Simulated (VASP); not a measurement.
Wanted: the native input for a VASP 6.6.1 run.

```
Task                   : single point
Functional             : PBE
Potentials or basis    : VASP PAW PBE potentials, release 64 (K_sv, Br)
Cutoff                 : 520 eV
k mesh                 : 4 × 4 × 4
Occupations            : fermi-dirac, width 0.02 eV
Spin                   : no spin polarisation
Dipole correction      : no
Further INCAR settings : ALGO = Normal; EDIFF = 1e-06; NBANDS = 15
```

The structure of KBr lies in POSCAR:

```
KBr
1.0
    0.0000000000      3.7485330000      3.7485330000
    3.7485330000      0.0000000000      3.7485330000
    3.7485330000      3.7485330000      0.0000000000
K Br
1 1
Direct
   -0.0040229071     -0.0016787901      0.0070504915
    0.2506547228      0.2556673504      0.2425054014
```

One way to write it, as run:

INCAR

```
  ALGO = Normal
  EDIFF = 1E-6
  ENCUT = 520
  GGA = PE
  ISIF = 2
  ISMEAR = -1
  LASPH = T
  LCHARG = T
  LELF = T
  LREAL = F
  LVHAR = T
  LWAVE = F
  NBANDS = 15
  NELM = 80
  PREC = Accurate
  SIGMA = 0.02
```

KPOINTS

```
k-points
0
Gamma
  4 4 4
```

Potentials or basis: VASP PAW PBE potentials, release 64 (K_sv, Br).

Command:

```console
$ cat potpaw_PBE.64/K_sv/POTCAR potpaw_PBE.64/Br/POTCAR > POTCAR
$ mpirun -np 1 vasp_std > vasp.out
```

It gave:

```
Pressure               : -0.2 GPa
Largest force          : 0.066 eV/Å
Band gap on the k mesh : 4.19 eV
```

Caveat: the atoms stand as in a frame of molecular dynamics.

Run time: 46 s on 1 thread of Intel(R) Xeon(R) Platinum 8259CL CPU @ 2.50GHz (Skylake/Cascade Lake), on a shared host, peak memory 0.25 GiB.
